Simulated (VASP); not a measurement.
# Ir (P6_3/mmc) in VASP: a series of runs

Runs on Ir. Level: PBEsol. Tasks: single point.

Everything below comes from runs of VASP 6.6.1. Logs are shortened: lines on timing, memory, paths and dates and some standing lists are left out, and cuts for length are marked.

## 1. The cell of the first run

The structure is hexagonal, space group P6_3/mmc (No. 194). The conventional cell has a = 2.710 Å, b = 2.710 Å, c = 4.529 Å, α = 90.00°, β = 90.00°, γ = 120.00°. Within 3.6 Å of Ir (site symmetry -6m2) lie 12 Ir at 2.71 to 2.75 Å.

## 2. Single point, PBEsol (strain -0.015 along x and y, +0.015 along z)

Input file INCAR:

```
SYSTEM = Ir
ALGO = Normal ; EDIFF = 1E-7
ENCUT = 520 ; GGA = PS
ISIF = 2 ; ISMEAR = 0
LASPH = .TRUE. ; LCHARG = .TRUE.
LELF = .TRUE. ; LREAL = .FALSE.
LVHAR = .TRUE. ; LWAVE = .FALSE.
NBANDS = 16 ; NELM = 100
PREC = Accurate ; SIGMA = 0.15
```

Input file KPOINTS:

```
k-points
0
G
  18 18 12
  0 0 0
```

Input file POSCAR:

```
Ir
1.0
    2.7101072262      0.0000000000      0.0000000000
   -1.3550536131      2.3470217048      0.0000000000
    0.0000000000      0.0000000000      4.5292243500
Ir
2
Direct
    0.6666666667      0.3333333333      0.7500000000
    0.3333333333      0.6666666667      0.2500000000
```

Potentials or basis: VASP PAW PBE potentials, release 64 (Ir).

Started as:

```sh
> cat potpaw_PBE.64/Ir/POTCAR > POTCAR
> mpirun -np 1 vasp_std > vasp.out
```

OUTCAR:

```text
SYSTEM = Ir
   EDIFF = 1E-7
   ENCUT = 520
   GGA = PS
   ISIF = 2
   ISMEAR = 0
   LASPH = .TRUE.
   LREAL = .FALSE.
   NELM = 100
   PREC = Accurate

 ion  position               nearest neighbor table
   1  0.667  0.333  0.750-   2 2.75   2 2.75   2 2.75   2 2.75   2 2.75   2 2.75
   2  0.333  0.667  0.250-   1 2.75   1 2.75   1 2.75   1 2.75   1 2.75   1 2.75

  LATTYP: Found a hexagonal cell.
 ALAT       =     2.7101072262
 C/A-ratio  =     1.6712343727

  Lattice vectors:

 A1 = (   2.7101072262,   0.0000000000,   0.0000000000)
 A2 = (  -1.3550536131,   2.3470217048,   0.0000000000)
 A3 = (   0.0000000000,   0.0000000000,   4.5292243500)

Analysis of symmetry for initial positions (statically):
=====================================================================
 Subroutine PRICEL returns:
 Original cell was already a primitive cell.

 Routine SETGRP: Setting up the symmetry group for a
 hexagonal supercell.

 Subroutine GETGRP returns: Found 24 space group operations
 (whereof 12 operations were pure point group operations)
 out of a pool of 24 trial point group operations.

The static configuration has the point symmetry D_3d.
 The point group associated with its full space group is D_6h.

Analysis of symmetry for dynamics (positions and initial velocities):
=====================================================================
 Subroutine PRICEL returns:
 Original cell was already a primitive cell.

 Routine SETGRP: Setting up the symmetry group for a
 hexagonal supercell.

 Subroutine GETGRP returns: Found 24 space group operations
 (whereof 12 operations were pure point group operations)
 out of a pool of 24 trial point group operations.

The dynamic configuration has the point symmetry D_3d.
 The point group associated with its full space group is D_6h.

 Subroutine INISYM returns: Found 24 space group operations
 (whereof 12 operations are pure point group operations),
 and found     1 'primitive' translations

----------------------------------------------------------------------------------------

                                     Primitive cell

  volume of cell :      28.8089

  direct lattice vectors                    reciprocal lattice vectors
     2.710107226  0.000000000  0.000000000     0.368989090  0.213035951  0.000000000
    -1.355053613  2.347021705  0.000000000     0.000000000  0.426071901  0.000000000
     0.000000000  0.000000000  4.529224350     0.000000000  0.000000000  0.220788356

  length of vectors
     2.710107226  2.710107226  4.529224350     0.426071901  0.426071901  0.220788356

  position of ions in fractional coordinates (direct lattice)
     0.666666667  0.333333333  0.750000000
     0.333333333  0.666666667  0.250000000

  ion indices of the primitive-cell ions
   primitive index   ion index
                 1           1
                 2           2

----------------------------------------------------------------------------------------

 KPOINTS: k-points

Automatic generation of k-mesh.
 Grid dimensions read from file:
 generate k-points for:   18   18   12

 Generating k-lattice:

  Cartesian coordinates                     Fractional coordinates (reciprocal lattice)
     0.020499394  0.011835331  0.000000000     0.055555556  0.000000000  0.000000000
     0.000000000  0.023670661  0.000000000     0.000000000  0.055555556  0.000000000
     0.000000000  0.000000000  0.018399030     0.000000000  0.000000000  0.083333333

  Length of vectors
     0.023670661  0.023670661  0.018399030

  Shift w.r.t. Gamma in fractional coordinates (k-lattice)
     0.000000000  0.000000000  0.000000000

 Subroutine IBZKPT returns following result:
 ===========================================

 Found    259 irreducible k-points:

 Following reciprocal coordinates:
            Coordinates               Weight
  0.000000  0.000000  0.000000      1.000000
  0.055556 -0.000000  0.000000      6.000000
  0.111111 -0.000000  0.000000      6.000000
  0.166667  0.000000  0.000000      6.000000
  0.222222  0.000000  0.000000      6.000000
  0.277778  0.000000  0.000000      6.000000
[... 16 lines left out ...]
  0.333333  0.111111  0.000000     12.000000
  0.388889  0.111111  0.000000     12.000000
 [... further k-points ...]
   k-points           NKPTS =    259   k-points in BZ     NKDIM =    259   number of bands    NBANDS=     16
   number of dos      NEDOS =    301   number of ions     NIONS =      2
   total plane-waves  NPLWV =  14400
   dimension x,y,z NGX =    20 NGY =   20 NGZ =   36
   dimension x,y,z NGXF=    40 NGYF=   40 NGZF=   72
   ions per type =               2
   NGX,Y,Z   is equivalent  to a cutoff of  12.27, 12.27, 13.21 a.u.
   NGXF,Y,Z  is equivalent  to a cutoff of  24.54, 24.54, 26.43 a.u.
 SYSTEM =  Ir
   PREC   = accura    normal or accurate (medium, high low for compatibility)
   ISTART =      0    job   : 0-new  1-cont  2-samecut
   ICHARG =      2    charge: 1-file 2-atom 10-const
   ISPIN  =      1    spin polarized calculation?
   LNONCOLLINEAR =      F non collinear calculations
   LSORBIT =      F    spin-orbit coupling
   LASPH  =      T    aspherical Exc in radial PAW
   ENCUT  =  520.0 eV  38.22 Ry    6.18 a.u.   5.04  5.04  8.42*2*pi/ulx,y,z
   NELM   =    100;   NELMIN=  2; NELMDL= -5     # of ELM steps
   EDIFF  = 0.1E-06   stopping-criterion for ELM
   LREAL  =      F    real-space projection
   EDIFFG = 0.1E-05   stopping-criterion for IOM
   NSW    =      0    number of steps for IOM
   IBRION =     -1    ionic relax: 0-MD 1-quasi-New 2-CG
   NFREE  =      0    steps in history (QN), initial steepest desc. (CG)
   ISIF   =      2    stress and relaxation
   ISYM   =      2    0-nonsym 1-usesym 2-fastsym
   POTIM  = 0.5000    time-step for ionic-motion
   TEBEG  =    0.0;   TEEND  =   0.0 temperature during run
   PSTRESS=    0.0 pullay stress
   NELECT =      18.0000    total number of electrons
   NUPDOWN=      -1.0000    fix difference up-down
   EMIN   =  10.00;   EMAX   =-10.00  energy-range for DOS
   EFERMI =   0.00;   METHOD = LEGACY
   ISMEAR =     0;   SIGMA  =   0.15  broadening in eV -4-tet -1-fermi 0-gaus
   EFERMI_NEDOS =   21; number of points for ismear=-14 and -15
   IALGO  =     38    algorithm
   IMIX   =      4    mixing-type and parameters
     AMIX     =   0.40;   BMIX     =  1.00
     AMIX_MAG =   1.60;   BMIX_MAG =  1.00
  volume/ion in A,a.u.               =      14.40        97.21
  Fermi-wavevector in a.u.,A,eV,Ry     =   1.399555  2.644775 26.650455  1.958753
  Thomas-Fermi vector in A             =   2.522603
   LORBIT       =      0    0 simple, 1 ext, 2 COOP (PROOUT), +10 PAW based schemes
   GGA     = PS    functional components
   LHFCALC =     F    Hartree Fock is set to
   AEXX    =    0.0000 exact exchange contribution
   IVDW    =     0    specifies the selected vdW correction
   LEPSILON=     F    determine dielectric tensor
   LRPA    =     F    only Hartree local field effects (RPA)
 non-spin polarized calculation
 Gauss-broadening in eV      SIGMA  =   0.15
  energy-cutoff  :      520.00
  volume of cell :       28.81
 maximum number of plane-waves:       795
   NGX = 11   NGY = 11   NGZ = 17

 number of electron      18.0000003 magnetization

 Free energy of the ion-electron system (eV)
  ---------------------------------------------------
  ext. energy  EPLUGINS =         0.00000000
  ---------------------------------------------------
  free energy    TOTEN  =       -19.46867716 eV

  energy without entropy =      -19.44296386  energy(sigma->0) =      -19.45582051

 E-fermi :  10.0220     XC(G=0): -13.9949

 val. band max:       10.0173299817   @ k =   0.3889   0.1667   0.0000
 cond. band min:      10.0261679755   @ k =   0.2778   0.2778   0.0833
 fundamental gap:      0.0088379938
 Fermi energy:        10.0219670365

 k-point     1 :       0.0000    0.0000    0.0000
  band No.  band energies     occupation
      1      -1.0607      2.00000
      2       1.9268      2.00000
      3       5.8965      2.00000
      4       6.3005      2.00000
      5       6.3005      2.00000
      6       6.8763      2.00000
[... 8 lines left out ...]
     15      26.0215      0.00000
     16      27.3856      0.00000

 k-point     2 :       0.0556   -0.0000    0.0000
  band No.  band energies     occupation
      1      -0.9382      2.00000
      2       2.0409      2.00000
      3       5.8129      2.00000
      4       6.3580      2.00000
      5       6.4040      2.00000
      6       6.8046      2.00000
[... 8 lines left out ...]
     15      26.1992      0.00000
     16      27.5917      0.00000

 k-point     3 :       0.1111   -0.0000    0.0000
  band No.  band energies     occupation
      1      -0.5803      2.00000
      2       2.3617      2.00000
      3       5.5839      2.00000
      4       6.4698      2.00000
      5       6.6911      2.00000
      6       6.7101      2.00000
[... 8 lines left out ...]
     15      26.6766      0.00000
     16      28.0423      0.00000

 k-point     4 :       0.1667    0.0000    0.0000
  band No.  band energies     occupation
      1      -0.0191      2.00000
      2       2.8081      2.00000
      3       5.3139      2.00000
      4       6.1536      2.00000
      5       6.2631      2.00000
      6       6.9878      2.00000
[... 8 lines left out ...]
     15      27.0843      0.00000
     16      27.9323      0.00000
[... 324 lines left out ...]
 k-point    22 :       0.2778    0.1111    0.0000
  band No.  band energies     occupation
      1       2.4041      2.00000
      2       3.4197      2.00000
      3       4.0096      2.00000
      4       5.2404      2.00000
      5       6.1236      2.00000
      6       6.3278      2.00000
[... 8 lines left out ...]
     15      22.4242      0.00000
     16      25.0913      0.00000

 k-point    23 :       0.3333    0.1111    0.0000
  band No.  band energies     occupation
      1       2.8094      2.00000
      2       3.1928      2.00000
      3       3.6315      2.00000
      4       5.6773      2.00000
      5       6.0438      2.00000
      6       6.6957      2.00000
[... 8 lines left out ...]
     15      21.1624      0.00000
     16      24.5547      0.00000

 k-point    24 :       0.3889    0.1111    0.0000
  band No.  band energies     occupation
      1       2.9566      2.00000
      2       3.0567      2.00000
      3       3.3999      2.00000
      4       6.0485      2.00000
      5       6.1433      2.00000
      6       6.4473      2.00000
[... 8 lines left out ...]
     15      20.2010      0.00000
     16      23.2368      0.00000

 [... further k-points ...]
[... 5 lines left out ...]
  --------------------------------------------------------------------------------------
  -------------------------------------------------------------------------------------
  Total       -0.4834704     -0.4834704     -2.4528145     -0.0000000     -0.0000000     -0.0000000
  in kB      -26.8876656    -26.8876656   -136.4105246     -0.0000000     -0.0000000     -0.0000000
  external PRESSURE =     -63.3952853 kB  Pullay stress =       0.0000000 kB

 VOLUME and BASIS-vectors are now :
 -----------------------------------------------------------------------------
  energy-cutoff  :      520.00
  volume of cell :       28.81
      direct lattice vectors                 reciprocal lattice vectors
     2.710107226  0.000000000  0.000000000     0.368989090  0.213035951  0.000000000
    -1.355053613  2.347021705  0.000000000     0.000000000  0.426071901  0.000000000
     0.000000000  0.000000000  4.529224350     0.000000000  0.000000000  0.220788356

 POSITION                                       TOTAL-FORCE (eV/Angst)
 -----------------------------------------------------------------------------------
      1.35505      0.78234      3.39692        -0.000000      0.000000      0.000000
     -0.00000      1.56468      1.13231         0.000000     -0.000000      0.000000
 -----------------------------------------------------------------------------------
    total drift:                               -0.000000      0.000000     -0.000000

  FREE ENERGIE OF THE ION-ELECTRON SYSTEM (eV)
  ---------------------------------------------------
  free  energy   TOTEN  =       -19.4686771573 eV

  energy  without entropy=      -19.4429638586  energy(sigma->0) =      -19.45582051
```

Run time: 92 s. Hardware: 1 thread of AMD EPYC 7R43 (Zen 3), shared host; peak memory 0.18 GiB.

Results:

* Free energy: -19.4687 eV
* Pressure: -6.3 GPa
* Band gap on the k mesh: zero (band 9 reaches 11.15 eV, above the bottom of band 10 at 7.73 eV)

Caveat: the cell differs from its parent crystal (strain -0.015 along x and y, +0.015 along z); the PAW data sets were made with another functional, which shifts forces and pressure a little; spin-orbit coupling is left out, which moves the levels of the heavy elements.

(Continued in part 2 of 2.)
